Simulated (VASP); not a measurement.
# WS2 (P1) in VASP: further runs, part 2 of 2

VASP 6.6.1.

## 4. Single point, PBE

Contents of INCAR:

```
PREC = Accurate
ENCUT = 520
EDIFF = 1E-6
ISMEAR = 0
SIGMA = 0.005
LREAL = F
LASPH = T
NELM = 80
ALGO = Normal
ISIF = 2
LWAVE = F
LCHARG = F
GGA = PE
NBANDS = 20
```

Contents of KPOINTS:

```
regular mesh
0
Gamma
  7 7 7
```

Contents of POSCAR:

```
WS2
1.0
    1.5790000000      0.9116360751      6.1633333333
   -1.5790000000      0.9116360751      6.1633333333
    0.0000000000     -1.8232721501      6.1633333333
W S
1 2
Direct
   -0.0129770000      0.0109140000      0.0083710000
    0.5857000000      0.5814600000      0.5725220000
    0.7475030000      0.7399750000      0.7708190000
```

Potentials or basis: VASP PAW PBE potentials, release 64 (W_sv, S).

Command:

```console
$ cat potpaw_PBE.64/W_sv/POTCAR potpaw_PBE.64/S/POTCAR > POTCAR
$ mpirun -np 1 vasp_std > vasp.out
```

OUTCAR:

```text
PREC = Accurate
   ENCUT = 520
   EDIFF = 1E-6
   ISMEAR = 0
   LREAL = F
   LASPH = T
   NELM = 80
   ISIF = 2
   GGA = PE

 ion  position               nearest neighbor table
   1  0.987  0.011  0.008-   3 2.35   3 2.42   3 2.42   2 2.43   2 2.44   2 2.50
   2  0.586  0.581  0.573-   1 2.43   1 2.44   1 2.50
   3  0.748  0.740  0.771-   1 2.35   1 2.42   1 2.42

  LATTYP: Found a trigonal (rhomboedric) cell.
 ALAT       =     6.4273633094
 COS(alpha) =     0.8792940837

  Lattice vectors:

 A1 = (   1.5790000000,   0.9116360751,   6.1633333333)
 A2 = (  -1.5790000000,   0.9116360751,   6.1633333333)
 A3 = (   0.0000000000,  -1.8232721501,   6.1633333333)

Analysis of symmetry for initial positions (statically):
=====================================================================
 Subroutine PRICEL returns:
 Original cell was already a primitive cell.

 Routine SETGRP: Setting up the symmetry group for a
 trigonal (rhombohedral) supercell.

 Subroutine GETGRP returns: Found  1 space group operations
 (whereof  1 operations were pure point group operations)
 out of a pool of 12 trial point group operations.

The static configuration has the point symmetry C_1 .

Analysis of symmetry for dynamics (positions and initial velocities):
=====================================================================
 Subroutine PRICEL returns:
 Original cell was already a primitive cell.

 Routine SETGRP: Setting up the symmetry group for a
 trigonal (rhombohedral) supercell.

 Subroutine GETGRP returns: Found  1 space group operations
 (whereof  1 operations were pure point group operations)
 out of a pool of 12 trial point group operations.

The dynamic configuration has the point symmetry C_1 .

 Subroutine INISYM returns: Found  1 space group operations
 (whereof  1 operations are pure point group operations),
 and found     1 'primitive' translations

----------------------------------------------------------------------------------------

                                     Primitive cell

  volume of cell :      53.2317

  direct lattice vectors                    reciprocal lattice vectors
     1.579000000  0.911636075  6.163333333     0.316656111  0.182821491  0.054083288
    -1.579000000  0.911636075  6.163333333    -0.316656111  0.182821491  0.054083288
     0.000000000 -1.823272150  6.163333333     0.000000000 -0.365642982  0.054083288

  length of vectors
     6.427363309  6.427363309  6.427363309     0.369621147  0.369621147  0.369621147

  position of ions in fractional coordinates (direct lattice)
     0.987023000  0.010914000  0.008371000
     0.585700000  0.581460000  0.572522000
     0.747503000  0.739975000  0.770819000

  ion indices of the primitive-cell ions
   primitive index   ion index
                 1           1
                 2           2
                 3           3

----------------------------------------------------------------------------------------

 KPOINTS: regular mesh

Automatic generation of k-mesh.
 Grid dimensions read from file:
 generate k-points for:    7    7    7

 Generating k-lattice:

  Cartesian coordinates                     Fractional coordinates (reciprocal lattice)
     0.045236587  0.026117356  0.007726184     0.142857143  0.000000000 -0.000000000
    -0.045236587  0.026117356  0.007726184     0.000000000  0.142857143 -0.000000000
     0.000000000 -0.052234712  0.007726184    -0.000000000 -0.000000000  0.142857143

  Length of vectors
     0.052803021  0.052803021  0.052803021

  Shift w.r.t. Gamma in fractional coordinates (k-lattice)
     0.000000000  0.000000000  0.000000000

 Subroutine IBZKPT returns following result:
 ===========================================

 Found    172 irreducible k-points:

 Following reciprocal coordinates:
            Coordinates               Weight
  0.000000  0.000000  0.000000      1.000000
  0.142857  0.000000  0.000000      2.000000
  0.000000  0.142857  0.000000      2.000000
  0.000000  0.000000  0.142857      2.000000
  0.285714 -0.000000  0.000000      2.000000
 -0.000000  0.285714  0.000000      2.000000
[... 16 lines left out ...]
 -0.142857 -0.428571  0.000000      2.000000
  0.142857  0.000000  0.428571      2.000000
 [... further k-points ...]
   k-points           NKPTS =    172   k-points in BZ     NKDIM =    172   number of bands    NBANDS=     20
   number of dos      NEDOS =    301   number of ions     NIONS =      3
   total plane-waves  NPLWV = 110592
   dimension x,y,z NGX =    48 NGY =   48 NGZ =   48
   dimension x,y,z NGXF=    96 NGYF=   96 NGZF=   96
   ions per type =               1   2
   NGX,Y,Z   is equivalent  to a cutoff of  12.42, 12.42, 12.42 a.u.
   NGXF,Y,Z  is equivalent  to a cutoff of  24.83, 24.83, 24.83 a.u.
 SYSTEM =  unknown system
   PREC   = accura    normal or accurate (medium, high low for compatibility)
   ISTART =      0    job   : 0-new  1-cont  2-samecut
   ICHARG =      2    charge: 1-file 2-atom 10-const
   ISPIN  =      1    spin polarized calculation?
   LNONCOLLINEAR =      F non collinear calculations
   LSORBIT =      F    spin-orbit coupling
   LASPH  =      T    aspherical Exc in radial PAW
   ENCUT  =  520.0 eV  38.22 Ry    6.18 a.u.  11.95 11.95 11.95*2*pi/ulx,y,z
   NELM   =     80;   NELMIN=  2; NELMDL= -5     # of ELM steps
   EDIFF  = 0.1E-05   stopping-criterion for ELM
   LREAL  =      F    real-space projection
   EDIFFG = 0.1E-04   stopping-criterion for IOM
   NSW    =      0    number of steps for IOM
   IBRION =     -1    ionic relax: 0-MD 1-quasi-New 2-CG
   NFREE  =      0    steps in history (QN), initial steepest desc. (CG)
   ISIF   =      2    stress and relaxation
   ISYM   =      2    0-nonsym 1-usesym 2-fastsym
   POTIM  = 0.5000    time-step for ionic-motion
   TEBEG  =    0.0;   TEEND  =   0.0 temperature during run
   PSTRESS=    0.0 pullay stress
   NELECT =      26.0000    total number of electrons
   NUPDOWN=      -1.0000    fix difference up-down
   EMIN   =  10.00;   EMAX   =-10.00  energy-range for DOS
   EFERMI =   0.00;   METHOD = LEGACY
   ISMEAR =     0;   SIGMA  =   0.01  broadening in eV -4-tet -1-fermi 0-gaus
   EFERMI_NEDOS =   21; number of points for ismear=-14 and -15
   IALGO  =     38    algorithm
   IMIX   =      4    mixing-type and parameters
     AMIX     =   0.40;   BMIX     =  1.00
     AMIX_MAG =   1.60;   BMIX_MAG =  1.00
  volume/ion in A,a.u.               =      17.74       119.74
  Fermi-wavevector in a.u.,A,eV,Ry     =   1.289266  2.436359 22.615687  1.662206
  Thomas-Fermi vector in A             =   2.421169
   LORBIT       =      0    0 simple, 1 ext, 2 COOP (PROOUT), +10 PAW based schemes
   GGA     = PE    functional components
   LHFCALC =     F    Hartree Fock is set to
   AEXX    =    0.0000 exact exchange contribution
   IVDW    =     0    specifies the selected vdW correction
   LEPSILON=     F    determine dielectric tensor
   LRPA    =     F    only Hartree local field effects (RPA)
 non-spin polarized calculation
 Gauss-broadening in eV      SIGMA  =   0.01
  energy-cutoff  :      520.00
  volume of cell :       53.23
 maximum number of plane-waves:      1442
   NGX = 23   NGY = 23   NGZ = 23

 number of electron      25.9999999 magnetization

 Free energy of the ion-electron system (eV)
  ---------------------------------------------------
  ext. energy  EPLUGINS =         0.00000000
  ---------------------------------------------------
  free energy    TOTEN  =       -23.53915651 eV

  energy without entropy =      -23.53915651  energy(sigma->0) =      -23.53915651

 E-fermi :   7.4303     XC(G=0): -10.9857

 val. band max:        7.4018673596   @ k =   0.4286   0.4286   0.4286
 cond. band min:       8.4411611743   @ k =   0.1429  -0.0000  -0.1429
 fundamental gap:      1.0392938147
 Fermi energy:         7.4302887977

 k-point     1 :       0.0000    0.0000    0.0000
  band No.  band energies     occupation
      1     -67.1664      2.00000
      2     -31.4150      2.00000
      3     -31.2352      2.00000
      4     -31.2274      2.00000
      5      -8.0584      2.00000
      6      -6.1440      2.00000
[... 12 lines left out ...]
     19      15.3032      0.00000
[... 513 lines left out ...]
      4     -31.3318      2.00000
      5      -6.1705      2.00000
      6      -5.5930      2.00000
[... 12 lines left out ...]
     19      15.3406      0.00000
     20      15.8241      0.00000

 [... further k-points ...]

------------------------ aborting loop because EDIFF is reached ----------------------------------------

  FORCE on cell =-STRESS in cart. coord.  units (eV):
  Direction    XX          YY          ZZ          XY          YZ          ZX
  --------------------------------------------------------------------------------------
  -------------------------------------------------------------------------------------
  Total        0.8794427      0.7965910     -0.1601052     -0.3009090      1.0168865     -0.2598220
  in kB       26.4696134     23.9759274     -4.8188736     -9.0568096     30.6064182     -7.8201673
  external PRESSURE =      15.2088891 kB  Pullay stress =       0.0000000 kB

 VOLUME and BASIS-vectors are now :
 -----------------------------------------------------------------------------
  energy-cutoff  :      520.00
  volume of cell :       53.23
      direct lattice vectors                 reciprocal lattice vectors
     1.579000000  0.911636075  6.163333333     0.316656111  0.182821491  0.054083288
    -1.579000000  0.911636075  6.163333333    -0.316656111  0.182821491  0.054083288
     0.000000000 -1.823272150  6.163333333     0.000000000 -0.365642982  0.054083288

 POSITION                                       TOTAL-FORCE (eV/Angst)
 -----------------------------------------------------------------------------------
      1.54128      0.89449      6.20221         0.964069     -0.012093     -1.379555
      0.00669      0.02016     10.72224        -0.384870     -0.331245      1.078562
      0.01189     -0.04937     13.91864        -0.579199      0.343338      0.300993
 -----------------------------------------------------------------------------------
    total drift:                               -0.000005      0.000003     -0.000025

  FREE ENERGIE OF THE ION-ELECTRON SYSTEM (eV)
  ---------------------------------------------------
  free  energy   TOTEN  =       -23.5391565149 eV

  energy  without entropy=      -23.5391565149  energy(sigma->0) =      -23.53915651
```

OSZICAR:

```text
N       E                     dE             d eps       ncg     rms          rms(c)
DAV:   1     0.198306400746E+03    0.19831E+03   -0.13038E+04  6880   0.129E+03
DAV:   2    -0.145220146809E+02   -0.21283E+03   -0.20601E+03  7984   0.344E+02
DAV:   3    -0.247600622181E+02   -0.10238E+02   -0.10126E+02  8704   0.707E+01
DAV:   4    -0.249059988030E+02   -0.14594E+00   -0.14584E+00  8328   0.913E+00
DAV:   5    -0.249084719322E+02   -0.24731E-02   -0.24730E-02  8628   0.125E+00    0.262E+01
DAV:   6    -0.237449141765E+02    0.11636E+01   -0.67496E+00  7608   0.172E+01    0.108E+01
DAV:   7    -0.235990647448E+02    0.14585E+00   -0.17155E+00  7256   0.720E+00    0.566E+00
DAV:   8    -0.235399235065E+02    0.59141E-01   -0.31823E-01  7896   0.371E+00    0.139E+00
DAV:   9    -0.235395639573E+02    0.35955E-03   -0.13748E-02  8640   0.798E-01    0.584E-01
DAV:  10    -0.235391484320E+02    0.41553E-03   -0.45343E-03  7944   0.469E-01    0.104E-01
DAV:  11    -0.235391439371E+02    0.44949E-05   -0.59599E-04  7716   0.159E-01    0.727E-02
DAV:  12    -0.235391467325E+02   -0.27954E-05   -0.52593E-05  8240   0.541E-02    0.219E-02
DAV:  13    -0.235391567095E+02   -0.99770E-05   -0.10616E-05  7708   0.231E-02    0.131E-02
DAV:  14    -0.235391565149E+02    0.19454E-06   -0.93909E-07  5444   0.596E-03
   1 F= -.23539157E+02 E0= -.23539157E+02  d E =-.152612E-18
```

stdout:

```text
POSCAR found type information on POSCAR W S
 POSCAR found :  2 types and       3 ions
 scaLAPACK will be used
 LDA part: xc-table for (Slater+PW92), standard interpolation
 POSCAR, INCAR and KPOINTS ok, starting setup
 FFT: planning ... GRIDC
 FFT: planning ... GRID_SOFT
 FFT: planning ... GRID
 WAVECAR not read
 entering main loop
```

It took 5.4 min on 1 thread of AMD EPYC 9R45 (Zen 5), shared host; peak memory 0.39 GiB.

Results:

| Property | Result |
| --- | --- |
| Free energy | -23.5392 eV |
| Pressure | 1.5 GPa |
| Largest force | 1.683 eV/Å |
| Band gap on the k mesh | 1.04 eV (least direct gap 2.08 eV) |

Forces in eV/Å, atoms in the order of the input:
```
W    0.964 -0.012 -1.380
S   -0.385 -0.331  1.079
S   -0.579  0.343  0.301
```

Stress tensor (GPa, compression positive):
```
 2.65 -0.91 -0.78
-0.91  2.40  3.06
-0.78  3.06 -0.48
```

Caveat: spin-orbit coupling is left out, which moves the levels of the heavy elements; forces of over 1 eV/Å act on the atoms, so gaps and moduli don't describe the material at rest. A k mesh can miss the band edges.

## 5. Single point, r2SCAN

POSCAR is that of step 4.

Contents of INCAR.step1:

```
PREC = Accurate
ENCUT = 520
ISMEAR = 1
SIGMA = 0.05
LREAL = F
LASPH = T
NELM = 60
NBANDS = 20
GGA = PE
ALGO = Normal
EDIFF = 1E-4
LWAVE = T
LCHARG = F
```

Contents of INCAR.step2:

```
PREC = Accurate
ENCUT = 520
EDIFF = 1E-6
ISMEAR = 1
SIGMA = 0.05
LREAL = F
LASPH = T
NELM = 60
ALGO = Normal
ISIF = 2
LWAVE = F
LCHARG = T
METAGGA = R2SCAN
LMIXTAU = T
LELF = T
LVHAR = T
NBANDS = 20
ISTART = 1
```

Contents of KPOINTS:

```
Automatic mesh
0
Gamma
  7 7 7
```

Command:

```console
$ cat potpaw_PBE.64/W_sv/POTCAR potpaw_PBE.64/S/POTCAR > POTCAR
$ cp INCAR.step1 INCAR
$ mpirun -np 1 vasp_std > vasp.out
$ cp INCAR.step2 INCAR
$ mpirun -np 1 vasp_std > vasp.out
```

It took 22 min on 1 thread of AMD EPYC 9R45 (Zen 5), shared host; peak memory 0.42 GiB.

Results (log left out):

| Item | Value |
| --- | --- |
| Free energy | -69.9609 eV |
| Pressure | -0.3 GPa |
| Largest force | 1.716 eV/Å |
| Band gap on the k mesh | 1.15 eV (least direct gap 2.21 eV) |

Forces in eV/Å, atoms in the order of the input:
```
W    0.986 -0.012 -1.404
S   -0.394 -0.340  1.351
S   -0.592  0.352  0.053
```

Stress tensor (GPa, compression positive):
```
 1.50 -0.81 -0.78
-0.81  1.26  3.10
-0.78  3.10 -3.57
```

Levels at points of the mesh, in eV from the valence-band top:
```csv
k point,band 9,band 10,band 11,band 12,band 13,band 14,band 15,band 16,band 17,band 18
"(0.00, 0.00, 0.00)",-3.42,-2.36,-1.95,-1.69,-1.13,2.12,2.41,2.74,2.88,5.40
```

Caveat: the stress differs along the axes, from -4 to 2 GPa; the PAW data sets were made with another functional, which shifts forces and pressure a little; spin-orbit coupling is left out, which moves the levels of the heavy elements.

## 6. Overview

```tsv
level	smearing	gap on the mesh (eV)	pressure (GPa)	largest force (eV/Å)
PBE	gaussian 0.025 eV	1.04	1.5	1.68
PBE	gaussian 0.01 eV	1.04	1.5	1.68
PBE	gaussian 0.005 eV	1.04	1.5	1.68
r2SCAN	methfessel-paxton 0.05 eV	1.15	-0.3	1.72
```

Alike in all rows: task single point; potentials or basis VASP PAW PBE potentials, release 64 (W_sv, S); no spin polarisation; cell as given; k mesh 7 × 7 × 7; cutoff (eV) 520.

On the cell as given the gap runs from 1.04 eV (PBE) to 1.15 eV (r2SCAN). The pressure there spans -0.3 GPa (r2SCAN) to 1.5 GPa (PBE); a positive pressure means that this level wants a larger cell, a negative one a smaller.

Caveats: spin-orbit coupling is left out, which moves the levels of the heavy elements; forces of over 1 eV/Å act on the atoms, so gaps and moduli don't describe the material at rest (at least some runs); the stress differs along the axes, from -4 to 2 GPa (at least some runs); the PAW data sets were made with another functional, which shifts forces and pressure a little (at least some runs).

Total energies depend on the potentials used, so only differences within one code and one set of settings carry meaning.
